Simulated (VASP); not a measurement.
Here is a VASP 6.6.1 calculation.

The input INCAR:

```
PREC = Accurate
ENCUT = 520
EDIFF = 1E-7
ISMEAR = 0
SIGMA = 0.1
LREAL = F
LASPH = T
NELM = 80
ALGO = Normal
ISIF = 2
LWAVE = F
LCHARG = F
GGA = PE
NBANDS = 15
```

Contents of KPOINTS:

```
Automatic mesh
0
Gamma
  12 12 12
```

The input POSCAR:

```
Al2Pt
1.0
    0.0000000000      3.0691794913      3.0691794913
    3.0691794913      0.0000000000      3.0691794913
    3.0691794913      3.0691794913      0.0000000000
Al Pt
2 1
Direct
    0.2500000000      0.2500000000      0.2500000000
    0.7500000000      0.7500000000      0.7500000000
    0.0000000000      0.0000000000      0.0000000000
```

Potentials or basis: VASP PAW PBE potentials, release 64 (Al, Pt).

Launch:

```sh
$ cat potpaw_PBE.64/Al/POTCAR potpaw_PBE.64/Pt/POTCAR > POTCAR
$ mpirun -np 1 vasp_std > vasp.out
```

Problem. Predict the pressure.

Solution. -10.1 GPa.

Problem. What does it give for the band gap on the k mesh?

Solution. Zero (band 8 reaches 10.36 eV, above the bottom of band 9 at 5.24 eV).

Caveat: spin-orbit coupling is left out, which moves the levels of the heavy elements.
